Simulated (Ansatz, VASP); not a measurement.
## Two plane-wave programs on Cu

```
Cu
1.0
     0.00000    1.85844    1.70977
     1.85844    0.00000    1.70977
     1.85844    1.85844    0.00000
Cu
1
Cartesian
  0.0000 0.0000 0.0000
```

Alike in both runs: task single point; functional PBE; k mesh 24 × 24 × 24; occupations gaussian, width 0.15 eV; no spin polarisation.

```csv
,VASP,Ansatz
version,VASP 6.6.1,Ansatz 0.2.0
potentials or method,"VASP PAW PBE potentials, release 64 (Cu), cutoff 520 eV","scalar-relativistic, plane waves, PAW"
valence electrons in the cell,11,19
```

Ansatz gave:

| Quantity | Value |
| --- | --- |
| gap on the k mesh at the Fermi level (eV) | none |
| pressure (GPa) | 1.9 |
| traceless stress, the component that is largest in VASP (GPa) | 2.21 |

Q: Which values does VASP return?

A: gap on the k mesh at the Fermi level (eV): none; pressure (GPa): 2.4; traceless stress, the component that is largest in VASP (GPa): 2.21.

A gap of «none» marks a metal or a gap that the smearing closes. With one functional, cell and mesh, what is left measures potentials, basis and numerics. VASP's potentials hold 11 valence electrons a cell and Ansatz's 19, so a difference there can come from the potentials and not from the codes.
